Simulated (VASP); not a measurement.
# GaSb: relaxation of cell and atoms with PBEsol+D4

The system is GaSb.

```xyz
2
Lattice="0.0000 3.0590 3.0590 3.0590 0.0000 3.0590 3.0590 3.0590 0.0000" Properties=species:S:1:pos:R:3 pbc="T T T"
Sb    4.5885    4.5885    4.5885
Ga    0.0000    0.0000    0.0000
```

```yaml
Program: VASP 6.6.1
Task: relaxation of cell and atoms
Functional: PBEsol
Dispersion: D4
Potentials_or_basis: VASP PAW PBE potentials, release 64 (Sb, Ga_d)
Cutoff: 600 eV
k_mesh: 8 × 8 × 8
Occupations: fermi-dirac, width 0.05 eV
Spin: no spin polarisation
Dipole_correction: no
Further_INCAR_settings: ALGO = Normal; EDIFF = 1e-06; IBRION = 2; EDIFFG = -0.02; NSW = 80; ISIF = 3
```

```yaml
Relaxed_volume: 27.87 Å³/atom
Relaxed_cell: a = 4.288 Å, b = 4.288 Å, c = 4.288 Å, α = 60.00°, β = 60.00°, γ = 60.00°
Space_group_after_relaxing_to_0.05_Å: F-43m (No. 216)
Energy_gained_by_relaxing: 3.3 meV/atom
Ionic_steps: 3
Pressure_after_relaxing: 0.0 GPa
Band_gap_on_the_k_mesh: 0.18 eV, direct
Dispersion_energy_per_atom: -0.252 eV
```

The path:
```tsv
step	energy change (eV)	largest force (eV/Å)	pressure (GPa)	volume (Å³)
1	0.0000	0.0000	-1.37	57.25
2	-0.0059	0.0000	0.46	55.25
3	-0.0066	0.0000	0.01	55.73
```

Final structure:
```cif
data_structure
_symmetry_space_group_name_H-M 'P 1'
_symmetry_Int_Tables_number 1
_cell_length_a 4.2875
_cell_length_b 4.2875
_cell_length_c 4.2875
_cell_angle_alpha 60.000
_cell_angle_beta 60.000
_cell_angle_gamma 60.000
_cell_volume 55.73
loop_
_atom_site_label
_atom_site_type_symbol
_atom_site_fract_x
_atom_site_fract_y
_atom_site_fract_z
_atom_site_occupancy
Sb1 Sb 0.75000 0.75000 0.75000 1
Ga1 Ga 0.00000 0.00000 0.00000 1
```

Levels at points of the mesh, in eV from the valence-band top:
```tsv
k point	band 6	band 7	band 8	band 9	band 10	band 11	band 12	band 13
(0.00, 0.00, 0.00)	-11.69	0.00	0.00	0.00	0.18	2.75	2.75	2.75
(0.50, 0.00, 0.00)	-9.99	-6.53	-1.20	-1.20	0.40	3.71	3.71	6.30
(0.50, 0.50, 0.00)	-9.12	-6.96	-2.68	-2.68	0.81	1.11	8.84	8.84
```

Wall time 43 s on 1 thread of Intel(R) Xeon(R) Platinum 8488C (Sapphire Rapids), with other jobs on the host, peak memory 0.22 GiB.

Caveat: the PAW data sets were made with another functional, which shifts forces and pressure a little; spin-orbit coupling is left out, which moves the levels of the heavy elements. A k mesh can miss the band edges.
